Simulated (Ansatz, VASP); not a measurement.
# Eu: VASP beside Ansatz

INCAR

```
SYSTEM = Eu
PREC = Accurate ; ENCUT = 520
EDIFF = 1E-6 ; ISMEAR = -1
SIGMA = 0.05 ; LREAL = .False.
LASPH = .True. ; NELM = 150
ALGO = Normal ; ISIF = 2
LWAVE = .False. ; LCHARG = .False.
ISPIN = 2 ; MAGMOM = 7.02
LORBIT = 11 ; LMAXMIX = 6
GGA = PE ; NBANDS = 18
```

KPOINTS

```
regular mesh
0
Gamma
  3 3 3
  0 0 0
```

The input POSCAR:

```
Eu
1.0
   -2.1939508085      2.1939508085      2.1939508085
    2.1939508085     -2.1939508085      2.1939508085
    2.1939508085      2.1939508085     -2.1939508085
Eu
1
Direct
    0.0000000000      0.0000000000      0.0000000000
```

Input for Ansatz:

```yaml
crystal:
  lattice:
    - [-2.1939508085, 2.1939508085, 2.1939508085]
    - [2.1939508085, -2.1939508085, 2.1939508085]
    - [2.1939508085, 2.1939508085, -2.1939508085]
  atoms:
    - { symbol: Eu, position: [0.0, 0.0, 0.0], spin: 7.02 }
hamiltonian:
  xc: pbe
  pseudopotentials:
    kind: paw
    azcp:
      Eu: "pseudopotentials/Eu.paw.azcp"
basis:
  ecutwfc: 420
  fft_grid_basis: typed
kpoints:
  mp_grid: { grid: [3, 3, 3], shift: [0, 0, 0] }
magnetization:
  spin_polarized: true
scf:
  occupations: { method: fermi_dirac, width: 0.05 }
  lower_state_search: "off"
output:
  stress: true
```

Alike in both runs: task single point; functional PBE; k mesh 3 × 3 × 3; occupations fermi-dirac, width 0.05 eV; collinear spin.

```csv
,VASP,Ansatz
version,VASP 6.6.1,Ansatz 0.2.0
potentials or method,"VASP PAW PBE potentials, release 64 (Eu), cutoff 520 eV","plane waves (420 eV) with PAW, scalar-relativistic"
valence electrons in the cell,17,17
```

```tsv
	VASP	Ansatz	Ansatz less VASP
pressure (GPa)	-0.2	0.0	+0.18
net moment per atom (μB)	8.04	8.04	0.000
size of the moment on the site where the two differ most (μB)	6.85	7.39	+0.538
```

Site moments also hang on the region over which each program counts them.

The k mesh is coarse, so the values compare programs but aren't converged. Neither program's run includes spin-orbit coupling.
